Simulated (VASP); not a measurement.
# Fe2O (antifluorite type) (Fm-3m) in VASP: notebook, part 3 of 3

VASP 6.6.1.

### Step 4. Single point, PBE

This run uses another cell than the first one, of 10.39 Å³/atom.

File INCAR:

```
  PREC = Accurate
  ENCUT = 520
  EDIFF = 1E-6
  ISMEAR = -1
  SIGMA = 0.06122561905347299
  LREAL = False
  LASPH = True
  NELM = 80
  ALGO = Normal
  ISIF = 2
  LWAVE = False
  LCHARG = True
  GGA = PE
  LELF = True
  LVHAR = True
  NBANDS = 18
```

File KPOINTS:

```
Automatic mesh
0
Gamma
  19 19 19
```

File POSCAR:

```
Fe2O
1.0
    0.0000000000      2.4975324813      2.4975324813
    2.4975324813      0.0000000000      2.4975324813
    2.4975324813      2.4975324813      0.0000000000
Fe O
2 1
Direct
    0.2500000000      0.2500000000      0.2500000000
    0.7500000000      0.7500000000      0.7500000000
    0.0000000000      0.0000000000      0.0000000000
```

Potentials or basis: VASP PAW PBE potentials, release 64 (Fe, O).

Started as:

```console
$ cat potpaw_PBE.64/Fe/POTCAR potpaw_PBE.64/O/POTCAR > POTCAR
$ mpirun -np 1 vasp_std > vasp.out
```

OUTCAR:

```text
PREC = Accurate
   ENCUT = 520
   EDIFF = 1E-6
   ISMEAR = -1
   LREAL = False
   LASPH = True
   NELM = 80
   ISIF = 2
   GGA = PE

 ion  position               nearest neighbor table
   1  0.250  0.250  0.250-   3 2.16   3 2.16   3 2.16   3 2.16   2 2.50   2 2.50   2 2.50   2 2.50
                             2 2.50   2 2.50
   2  0.750  0.750  0.750-   3 2.16   3 2.16   3 2.16   3 2.16   1 2.50   1 2.50   1 2.50   1 2.50
                             1 2.50   1 2.50
   3  0.000  0.000  0.000-   2 2.16   2 2.16   2 2.16   1 2.16   1 2.16   1 2.16   2 2.16   1 2.16

  LATTYP: Found a face centered cubic cell.
 ALAT       =     4.9950649626

  Lattice vectors:

 A1 = (   0.0000000000,   2.4975324813,   2.4975324813)
 A2 = (   2.4975324813,   0.0000000000,   2.4975324813)
 A3 = (   2.4975324813,   2.4975324813,   0.0000000000)

Analysis of symmetry for initial positions (statically):
=====================================================================
 Subroutine PRICEL returns:
 Original cell was already a primitive cell.

 Routine SETGRP: Setting up the symmetry group for a
 face centered cubic supercell.

 Subroutine GETGRP returns: Found 48 space group operations
 (whereof 48 operations were pure point group operations)
 out of a pool of 48 trial point group operations.

The static configuration has the point symmetry O_h .

Analysis of symmetry for dynamics (positions and initial velocities):
=====================================================================
 Subroutine PRICEL returns:
 Original cell was already a primitive cell.

 Routine SETGRP: Setting up the symmetry group for a
 face centered cubic supercell.

 Subroutine GETGRP returns: Found 48 space group operations
 (whereof 48 operations were pure point group operations)
 out of a pool of 48 trial point group operations.

The dynamic configuration has the point symmetry O_h .

 Subroutine INISYM returns: Found 48 space group operations
 (whereof 48 operations are pure point group operations),
 and found     1 'primitive' translations

----------------------------------------------------------------------------------------

                                     Primitive cell

  volume of cell :      31.1576

  direct lattice vectors                    reciprocal lattice vectors
     0.000000000  2.497532481  2.497532481    -0.200197597  0.200197597  0.200197597
     2.497532481  0.000000000  2.497532481     0.200197597 -0.200197597  0.200197597
     2.497532481  2.497532481  0.000000000     0.200197597  0.200197597 -0.200197597

  length of vectors
     3.532044308  3.532044308  3.532044308     0.346752409  0.346752409  0.346752409

  position of ions in fractional coordinates (direct lattice)
     0.250000000  0.250000000  0.250000000
     0.750000000  0.750000000  0.750000000
     0.000000000  0.000000000  0.000000000

  ion indices of the primitive-cell ions
   primitive index   ion index
                 1           1
                 2           2
                 3           3

----------------------------------------------------------------------------------------

 KPOINTS: Automatic mesh

Automatic generation of k-mesh.
 Grid dimensions read from file:
 generate k-points for:   19   19   19

 Generating k-lattice:

  Cartesian coordinates                     Fractional coordinates (reciprocal lattice)
    -0.010536716  0.010536716  0.010536716     0.052631579  0.000000000  0.000000000
     0.010536716 -0.010536716  0.010536716     0.000000000  0.052631579  0.000000000
     0.010536716  0.010536716 -0.010536716     0.000000000  0.000000000  0.052631579

  Length of vectors
     0.018250127  0.018250127  0.018250127

  Shift w.r.t. Gamma in fractional coordinates (k-lattice)
     0.000000000  0.000000000  0.000000000

 Subroutine IBZKPT returns following result:
 ===========================================

 Found    220 irreducible k-points:

 Following reciprocal coordinates:
            Coordinates               Weight
  0.000000  0.000000  0.000000      1.000000
  0.052632  0.000000  0.000000      8.000000
  0.105263  0.000000  0.000000      8.000000
  0.157895  0.000000  0.000000      8.000000
  0.210526  0.000000  0.000000      8.000000
  0.263158  0.000000  0.000000      8.000000
[... 16 lines left out ...]
 -0.315789  0.052632  0.000000     24.000000
 -0.263158  0.052632  0.000000     24.000000
 [... further k-points ...]
   k-points           NKPTS =    220   k-points in BZ     NKDIM =    220   number of bands    NBANDS=     18
   number of dos      NEDOS =    301   number of ions     NIONS =      3
   total plane-waves  NPLWV =  21952
   dimension x,y,z NGX =    28 NGY =   28 NGZ =   28
   dimension x,y,z NGXF=    56 NGYF=   56 NGZF=   56
   ions per type =               2   1
   NGX,Y,Z   is equivalent  to a cutoff of  13.18, 13.18, 13.18 a.u.
   NGXF,Y,Z  is equivalent  to a cutoff of  26.36, 26.36, 26.36 a.u.
 SYSTEM =  unknown system
   PREC   = accura    normal or accurate (medium, high low for compatibility)
   ISTART =      0    job   : 0-new  1-cont  2-samecut
   ICHARG =      2    charge: 1-file 2-atom 10-const
   ISPIN  =      1    spin polarized calculation?
   LNONCOLLINEAR =      F non collinear calculations
   LSORBIT =      F    spin-orbit coupling
   LASPH  =      T    aspherical Exc in radial PAW
   ENCUT  =  520.0 eV  38.22 Ry    6.18 a.u.   6.57  6.57  6.57*2*pi/ulx,y,z
   NELM   =     80;   NELMIN=  2; NELMDL= -5     # of ELM steps
   EDIFF  = 0.1E-05   stopping-criterion for ELM
   LREAL  =      F    real-space projection
   EDIFFG = 0.1E-04   stopping-criterion for IOM
   NSW    =      0    number of steps for IOM
   IBRION =     -1    ionic relax: 0-MD 1-quasi-New 2-CG
   NFREE  =      0    steps in history (QN), initial steepest desc. (CG)
   ISIF   =      2    stress and relaxation
   ISYM   =      2    0-nonsym 1-usesym 2-fastsym
   POTIM  = 0.5000    time-step for ionic-motion
   TEBEG  =    0.0;   TEEND  =   0.0 temperature during run
   PSTRESS=    0.0 pullay stress
   NELECT =      22.0000    total number of electrons
   NUPDOWN=      -1.0000    fix difference up-down
   EMIN   =  10.00;   EMAX   =-10.00  energy-range for DOS
   EFERMI =   0.00;   METHOD = LEGACY
   ISMEAR =    -1;   SIGMA  =   0.06  broadening in eV -4-tet -1-fermi 0-gaus
   EFERMI_NEDOS =   21; number of points for ismear=-14 and -15
   IALGO  =     38    algorithm
   IMIX   =      4    mixing-type and parameters
     AMIX     =   0.40;   BMIX     =  1.00
     AMIX_MAG =   1.60;   BMIX_MAG =  1.00
  volume/ion in A,a.u.               =      10.39        70.09
  Fermi-wavevector in a.u.,A,eV,Ry     =   1.457789  2.754821 28.914393  2.125148
  Thomas-Fermi vector in A             =   2.574549
   LORBIT       =      0    0 simple, 1 ext, 2 COOP (PROOUT), +10 PAW based schemes
   GGA     = PE    functional components
   LHFCALC =     F    Hartree Fock is set to
   AEXX    =    0.0000 exact exchange contribution
   IVDW    =     0    specifies the selected vdW correction
   LEPSILON=     F    determine dielectric tensor
   LRPA    =     F    only Hartree local field effects (RPA)
 non-spin polarized calculation
  energy-cutoff  :      520.00
  volume of cell :       31.16
 maximum number of plane-waves:       871
   NGX = 13   NGY = 13   NGZ = 13

 number of electron      21.9999992 magnetization

 Free energy of the ion-electron system (eV)
  ---------------------------------------------------
  ext. energy  EPLUGINS =         0.00000000
  ---------------------------------------------------
  free energy    TOTEN  =       -19.75888758 eV

  energy without entropy =      -19.68137172  energy(sigma->0) =      -19.72012965

 E-fermi :   6.0476     XC(G=0): -12.6004

 val. band max:        6.0470877901   @ k =   0.4737   0.3158   0.0000
 cond. band min:       6.0484020853   @ k =  -0.3158   0.4211   0.2105
 fundamental gap:      0.0013142951
 Fermi energy:         6.0475545908

 k-point     1 :       0.0000    0.0000    0.0000
  band No.  band energies     occupation
      1     -14.9295      2.00000
      2      -1.0813      2.00000
      3      -1.0813      2.00000
      4      -1.0813      2.00000
      5       2.7708      2.00000
      6       3.0093      2.00000
[... 481 lines left out ...]
      5       3.4885      2.00000
      6       3.6165      2.00000
[... 10 lines left out ...]
     17      15.4053      0.00000
     18      16.5678      0.00000

 [... further k-points ...]

------------------------ aborting loop because EDIFF is reached ----------------------------------------

  FORCE on cell =-STRESS in cart. coord.  units (eV):
  Direction    XX          YY          ZZ          XY          YZ          ZX
  --------------------------------------------------------------------------------------
  -------------------------------------------------------------------------------------
  Total       -1.9677798     -1.9677798     -1.9677798      0.0000000      0.0000000     -0.0000000
  in kB     -101.1867491   -101.1867491   -101.1867491      0.0000000      0.0000000     -0.0000000
  external PRESSURE =    -101.1867491 kB  Pullay stress =       0.0000000 kB

 VOLUME and BASIS-vectors are now :
 -----------------------------------------------------------------------------
  energy-cutoff  :      520.00
  volume of cell :       31.16
      direct lattice vectors                 reciprocal lattice vectors
     0.000000000  2.497532481  2.497532481    -0.200197597  0.200197597  0.200197597
     2.497532481  0.000000000  2.497532481     0.200197597 -0.200197597  0.200197597
     2.497532481  2.497532481  0.000000000     0.200197597  0.200197597 -0.200197597

 POSITION                                       TOTAL-FORCE (eV/Angst)
 -----------------------------------------------------------------------------------
      1.24877      1.24877      1.24877         0.000000     -0.000000     -0.000000
      3.74630      3.74630      3.74630        -0.000000      0.000000      0.000000
      0.00000      0.00000      0.00000        -0.000000     -0.000000     -0.000000
 -----------------------------------------------------------------------------------
    total drift:                                0.000000      0.000000      0.000000

  FREE ENERGIE OF THE ION-ELECTRON SYSTEM (eV)
  ---------------------------------------------------
  free  energy   TOTEN  =       -19.7588875759 eV

  energy  without entropy=      -19.6813717234  energy(sigma->0) =      -19.72012965
```

Wall time 2.7 min (1 thread of Intel Xeon 8259CL, shared host); peak memory 0.25 GiB.

Results:

* Free energy: -19.7589 eV
* Pressure: -10.1 GPa
* Band gap on the k mesh: zero (bands 11 and 12 overlap by 0.97 eV)

Caveat: the cell stands under tension; the run has no spin polarisation, though such a crystal can be magnetic.

### Step 5. Summary

| cell | k mesh | gap on the mesh (eV) | pressure (GPa) |
| --- | --- | --- | --- |
| a = 3.487 Å, angles 60.0°, 3 atoms | 38 × 38 × 38 | none | -3.5 |
| a = 3.510 Å, angles 60.0°, 3 atoms | 19 × 19 × 19 | none | -7.0 |
| a = 3.532 Å, angles 60.0°, 3 atoms | 19 × 19 × 19 | none | -10.1 |

Alike in all rows: task single point; level PBE; potentials or basis VASP PAW PBE potentials, release 64 (Fe, O); no spin polarisation; cutoff (eV) 520; smearing fermi-dirac 0.0612256 eV.

Caveats: the cell stands under tension; the run has no spin polarisation, though such a crystal can be magnetic.

Absolute energies hang on the potentials; compare differences alone.
